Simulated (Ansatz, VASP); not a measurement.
**One calculation of Ca, two programs**

```
Ca
1.0
     3.70581    0.00000    0.00000
     0.00000    3.70581    0.00000
     0.00000    0.00000    3.70581
Ca
1
Cartesian
  0.0000 0.0000 0.0000
```

Alike in both runs: task single point; functional RPBE; k mesh 10 × 10 × 10; occupations fermi-dirac, width 0.1 eV; no spin polarisation.

|  | VASP | Ansatz |
| --- | --- | --- |
| version | VASP 6.6.1 | Ansatz 0.2.0 |
| potentials or method | VASP PAW PBE potentials, release 64 (Ca_sv), cutoff 520 eV | plane waves (420 eV) with PAW, scalar-relativistic |
| valence electrons in the cell | 10 | 10 |

|  | VASP | Ansatz | Ansatz less VASP |
| --- | --- | --- | --- |
| pressure (GPa) | -0.7 | -0.7 | 0.00 |

VASP's potentials were made for PBE, not for RPBE. With one functional, cell and mesh, what is left measures potentials, basis and numerics.
